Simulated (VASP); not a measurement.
Wanted: the native input for a VASP 6.6.1 run.

| Property | Result |
| --- | --- |
| Task | single point |
| Functional | PBEsol |
| Potentials or basis | VASP PAW PBE potentials, release 64 (Al, Au) |
| Cutoff | 520 eV |
| k mesh | 9 × 9 × 10 |
| Occupations | gaussian, width 0.1 eV |
| Spin | no spin polarisation |
| Dipole correction | no |
| Further INCAR settings | ALGO = Fast; EDIFF = 1e-06; NBANDS = 16; ISYM = 0 |

The structure of Al2Au lies in POSCAR:

```
Al2Au
1.0
    4.2447517284      0.0000000000      0.0000000000
   -2.1223758642      3.6760628295      0.0000000000
    2.1223758642      1.2253542765      3.4658252731
Al Au
2 1
Direct
    0.5000000000      0.7500000000      0.7500000000
    0.5000000000      0.2500000000      0.2500000000
    0.0000000000      0.0000000000      0.0000000000
```

These files were run (other wordings do the same):

INCAR

```
SYSTEM = Al2Au
PREC     = Accurate       ! precision mode
ENCUT    = 520            ! plane-wave cutoff, eV
EDIFF    = 1E-6           ! SCF threshold, eV
ISMEAR   = 0              ! smearing method
SIGMA    = 0.1            ! smearing width, eV
LREAL    = .False.        ! projectors in reciprocal space
LASPH    = .True.         ! aspherical terms in the spheres
NELM     = 100            ! most SCF steps
ALGO     = Fast           ! electronic algorithm
ISIF     = 2              ! what is computed and relaxed
LWAVE    = .False.        ! write WAVECAR
LCHARG   = .False.        ! write CHGCAR
GGA      = PS             ! functional
NBANDS   = 16             ! bands
ISYM     = 0
```

KPOINTS

```
Automatic mesh
0
Gamma
  9 9 10
  0 0 0
```

Potentials or basis: VASP PAW PBE potentials, release 64 (Al, Au).

Launch:

```sh
$ cat potpaw_PBE.64/Al/POTCAR potpaw_PBE.64/Au/POTCAR > POTCAR
$ mpirun -np 1 vasp_std > vasp.out
```

Results of the run:

```yaml
Pressure: -0.2 GPa
Band_gap_on_the_k_mesh: zero (an odd number of electrons rules out a gap without spin polarisation)
```

Caveat: the PAW data sets were made with another functional, which shifts forces and pressure a little; spin-orbit coupling is left out, which moves the levels of the heavy elements.

It took 2.7 min on 1 thread of AMD EPYC 9R45 (Zen 5) (shared host), peak memory 0.42 GiB.
